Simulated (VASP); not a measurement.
# TiC (Fm-3m) in VASP: further runs

Aim: see how the results for TiC move with the level of theory and the settings. Levels: PBEsol+D4, revPBE+D3(BJ), r2SCAN+U, PBEsol. Tasks: relaxation of cell and atoms, single point.

All numbers are computed with VASP 6.6.1; they aren't measurements. Logs are shortened: lines on timing, memory, paths and dates and some standing lists are left out, and cuts for length are marked.

### 1 The cell of the first run

Symmetry: Fm-3m, No. 225, cubic system. The conventional cell has a = 4.331 Å, b = 4.331 Å, c = 4.331 Å, α = 90.00°, β = 90.00°, γ = 90.00°. Within 2.9 Å of Ti (site symmetry m-3m) lie 6 C at 2.17 Å. Within 2.9 Å of C (site symmetry m-3m) lie 6 Ti at 2.17 Å.

### 2 Relaxation of cell and atoms, PBEsol+D4

The input, INCAR:

```
ALGO = Normal
EDIFF = 1E-6
EDIFFG = -0.01
ENCUT = 600
GGA = PS
IBRION = 2
ISIF = 3
ISMEAR = -1
IVDW = 13
LASPH = T
LCHARG = F
LREAL = F
LWAVE = F
NELM = 100
NSW = 80
PREC = Accurate
SIGMA = 0.05
```

The input, KPOINTS:

```
k-points
0
Gamma
  11 11 11
```

The input, POSCAR:

```
TiC
1.0
    0.0000000000      2.1657188437      2.1657188437
    2.1657188437      0.0000000000      2.1657188437
    2.1657188437      2.1657188437      0.0000000000
Ti C
1 1
Direct
    0.0000000000      0.0000000000      0.0000000000
    0.5000000000      0.5000000000      0.5000000000
```

Potentials or basis: VASP PAW PBE potentials, release 64 (Ti_sv, C).

Run with:

```bash
$ cat potpaw_PBE.64/Ti_sv/POTCAR potpaw_PBE.64/C/POTCAR > POTCAR
$ mpirun -np 1 vasp_std > vasp.out
```

OUTCAR:

```text
EDIFF = 1E-6
   EDIFFG = -0.01
   ENCUT = 600
   GGA = PS
   IBRION = 2
   ISIF = 3
   ISMEAR = -1
   IVDW = 13
   LASPH = T
   LREAL = F
   NELM = 100
   NSW = 80
   PREC = Accurate

 ion  position               nearest neighbor table
   1  0.000  0.000  0.000-   2 2.17   2 2.17   2 2.17   2 2.17   2 2.17   2 2.17
   2  0.500  0.500  0.500-   1 2.17   1 2.17   1 2.17   1 2.17   1 2.17   1 2.17

  LATTYP: Found a face centered cubic cell.
 ALAT       =     4.3314376874

  Lattice vectors:

 A1 = (   0.0000000000,   2.1657188437,   2.1657188437)
 A2 = (   2.1657188437,   0.0000000000,   2.1657188437)
 A3 = (   2.1657188437,   2.1657188437,   0.0000000000)

Analysis of symmetry for initial positions (statically):
=====================================================================
 Subroutine PRICEL returns:
 Original cell was already a primitive cell.

 Routine SETGRP: Setting up the symmetry group for a
 face centered cubic supercell.

 Subroutine GETGRP returns: Found 48 space group operations
[... 9 lines left out ...]

 Routine SETGRP: Setting up the symmetry group for a
 face centered cubic supercell.

 Subroutine GETGRP returns: Found 48 space group operations
[... 11 lines left out ...]
                                     Primitive cell

  volume of cell :      20.3159

  direct lattice vectors                    reciprocal lattice vectors
     0.000000000  2.165718844  2.165718844    -0.230870227  0.230870227  0.230870227
     2.165718844  0.000000000  2.165718844     0.230870227 -0.230870227  0.230870227
     2.165718844  2.165718844  0.000000000     0.230870227  0.230870227 -0.230870227

  length of vectors
     3.062788961  3.062788961  3.062788961     0.399878962  0.399878962  0.399878962

  position of ions in fractional coordinates (direct lattice)
[... 8 lines left out ...]
----------------------------------------------------------------------------------------

 KPOINTS: k-points

Automatic generation of k-mesh.
 Grid dimensions read from file:
 generate k-points for:   11   11   11

 Generating k-lattice:

  Cartesian coordinates                     Fractional coordinates (reciprocal lattice)
    -0.020988202  0.020988202  0.020988202     0.090909091  0.000000000  0.000000000
     0.020988202 -0.020988202  0.020988202     0.000000000  0.090909091  0.000000000
     0.020988202  0.020988202 -0.020988202     0.000000000  0.000000000  0.090909091

  Length of vectors
     0.036352633  0.036352633  0.036352633

  Shift w.r.t. Gamma in fractional coordinates (k-lattice)
     0.000000000  0.000000000  0.000000000

 Subroutine IBZKPT returns following result:
 ===========================================
[... 47 lines left out ...]
   NELM   =    100;   NELMIN=  2; NELMDL= -5     # of ELM steps
   EDIFF  = 0.1E-05   stopping-criterion for ELM
   LREAL  =      F    real-space projection
   EDIFFG = -.1E-01   stopping-criterion for IOM
   NSW    =     80    number of steps for IOM
   IBRION =      2    ionic relax: 0-MD 1-quasi-New 2-CG
   NFREE  =      1    steps in history (QN), initial steepest desc. (CG)
   ISIF   =      3    stress and relaxation
   ISYM   =      2    0-nonsym 1-usesym 2-fastsym
   POTIM  = 0.5000    time-step for ionic-motion
   TEBEG  =    0.0;   TEEND  =   0.0 temperature during run
   PSTRESS=    0.0 pullay stress
   NELECT =      16.0000    total number of electrons
   NUPDOWN=      -1.0000    fix difference up-down
   EMIN   =  10.00;   EMAX   =-10.00  energy-range for DOS
   EFERMI =   0.00;   METHOD = LEGACY
   ISMEAR =    -1;   SIGMA  =   0.05  broadening in eV -4-tet -1-fermi 0-gaus
   EFERMI_NEDOS =   21; number of points for ismear=-14 and -15
   IALGO  =     38    algorithm
   IMIX   =      4    mixing-type and parameters
     AMIX     =   0.40;   BMIX     =  1.00
     AMIX_MAG =   1.60;   BMIX_MAG =  1.00
  volume/ion in A,a.u.               =      10.16        68.55
  Fermi-wavevector in a.u.,A,eV,Ry     =   1.511829  2.856943 31.097854  2.285628
  Thomas-Fermi vector in A             =   2.621834
   LORBIT       =      0    0 simple, 1 ext, 2 COOP (PROOUT), +10 PAW based schemes
   GGA     = PS    functional components
   LHFCALC =     F    Hartree Fock is set to
   AEXX    =    0.0000 exact exchange contribution
   IVDW    =    13    specifies the selected vdW correction
   LEPSILON=     F    determine dielectric tensor
   LRPA    =     F    only Hartree local field effects (RPA)
 conjugate gradient relaxation of ions
 non-spin polarized calculation
  energy-cutoff  :      600.00
  volume of cell :       20.32
 maximum number of plane-waves:       690
   NGX = 13   NGY = 13   NGZ = 13

--------------------------------------- Ionic step        1  -------------------------------------------

 number of electron      16.0000000 magnetization

 Free energy of the ion-electron system (eV)
  ---------------------------------------------------
  ext. energy  EPLUGINS =         0.00000000
  ---------------------------------------------------
  free energy    TOTEN  =       -19.79341432 eV

  energy without entropy =      -19.79099837  energy(sigma->0) =      -19.79220634

------------------------ aborting loop because EDIFF is reached ----------------------------------------

  DFT-D4 for vdW energy calculation

  Edisp (eV):   -0.31576
[... 31 lines left out ...]
--------------------------------------- Ionic step        2  -------------------------------------------

 number of electron      15.9999998 magnetization

 E-fermi :  10.4108     XC(G=0): -13.3103

 val. band max:       10.3544767884   @ k =   0.4545   0.4545   0.0000
 cond. band min:      10.4812690548   @ k =   0.0909   0.0000   0.0000
 fundamental gap:      0.1267922664
 Fermi energy:        10.4108037580

 k-point     1 :       0.0000    0.0000    0.0000
  band No.  band energies     occupation
      1     -45.7472      2.00000
      2     -21.8197      2.00000
      3     -21.8197      2.00000
      4     -21.8197      2.00000
      5      -2.4211      2.00000
      6      11.0242      0.00001
      7      11.0242      0.00001
      8      11.0242      0.00001
      9      12.1565      0.00000
     10      12.1565      0.00000
     11      12.1565      0.00000
     12      12.2475      0.00000
[... 384 lines left out ...]
--------------------------------------- Ionic step        3  -------------------------------------------

 number of electron      16.0000004 magnetization

 Free energy of the ion-electron system (eV)
  ---------------------------------------------------
  ext. energy  EPLUGINS =         0.00000000
  ---------------------------------------------------
  free energy    TOTEN  =       -19.80250462 eV

  energy without entropy =      -19.80000876  energy(sigma->0) =      -19.80125669

 E-fermi :   9.7925     XC(G=0): -13.0486

 val. band max:        9.6989170172   @ k =   0.4545   0.4545   0.0000
 cond. band min:       9.8745929839   @ k =   0.3636   0.2727   0.0000
 fundamental gap:      0.1756759667
 Fermi energy:         9.7925087369

 k-point     1 :       0.0000    0.0000    0.0000
  band No.  band energies     occupation
      1     -46.4967      2.00000
      2     -22.6031      2.00000
      3     -22.6031      2.00000
      4     -22.6031      2.00000
      5      -2.8040      2.00000
      6      10.4047      0.00001
      7      10.4047      0.00001
      8      10.4047      0.00001
      9      11.4821      0.00000
     10      11.4821      0.00000
     11      11.4821      0.00000
     12      11.5325      0.00000
[... 378 lines left out ...]
  FREE ENERGIE OF THE ION-ELECTRON SYSTEM (eV)
  ---------------------------------------------------
  free  energy   TOTEN  =       -20.1308413080 eV

  energy  without entropy=      -20.1283454433  energy(sigma->0) =      -20.12959338

 reached required accuracy - stopping structural energy minimisation
```

CONTCAR:

```text
TiC
   1.00000000000000
    -0.0000000000000000    2.1397814614933797    2.1397814614933797
     2.1397814614933797    0.0000000000000000    2.1397814614933797
     2.1397814614933797    2.1397814614933797   -0.0000000000000000
  Ti              C
     1     1
Direct
     0.0000000000000000    0.0000000000000000    0.0000000000000000
     0.5000000000000000    0.5000000000000000    0.5000000000000000

  0.00000000E+00  0.00000000E+00  0.00000000E+00
  0.00000000E+00  0.00000000E+00  0.00000000E+00
```

It took 33 s on 1 thread of Intel Xeon 6975P-C (Granite Rapids), shared host; peak memory 0.15 GiB.

Results:

* Free energy: -20.1308 eV
* Relaxed volume: 9.80 Å³/atom
* Relaxed cell: a = 3.026 Å, b = 3.026 Å, c = 3.026 Å, α = 60.00°, β = 60.00°, γ = 60.00°
* Space group after relaxing (to 0.05 Å): Fm-3m (No. 225)
* Energy gained by relaxing: 10.8 meV/atom
* Ionic steps: 3
* Pressure after relaxing: 0.0 GPa
* Band gap on the k mesh: zero (band 8 reaches 10.40 eV, above the bottom of band 9 at 9.31 eV)
* Dispersion energy per atom: -0.164 eV

Step by step:
| step | energy change (eV) | largest force (eV/Å) | pressure (GPa) | volume (Å³) |
| --- | --- | --- | --- | --- |
| 1 | 0.0000 | 0.0000 | -9.21 | 20.32 |
| 2 | 0.0195 | 0.0000 | 14.61 | 18.65 |
| 3 | -0.0217 | 0.0000 | -0.03 | 19.59 |

Final structure:
```
CELL_PARAMETERS angstrom
0.00000 2.13978 2.13978
2.13978 0.00000 2.13978
2.13978 2.13978 0.00000
ATOMIC_POSITIONS crystal
Ti 0.00000 0.00000 0.00000
C 0.50000 0.50000 0.50000
```

Levels at points of the mesh, in eV from the Fermi level:
| k point | band 5 | band 6 | band 7 | band 8 | band 9 | band 10 | band 11 | band 12 |
| --- | --- | --- | --- | --- | --- | --- | --- | --- |
| (0.00, 0.00, 0.00) | -12.60 | 0.61 | 0.61 | 0.61 | 1.69 | 1.69 | 1.69 | 1.74 |

Caveat: the PAW data sets were made with another functional, which shifts forces and pressure a little; pairwise dispersion overbinds metals, which lowers pressure and volume.

(Part 1 of 3 ends here.)
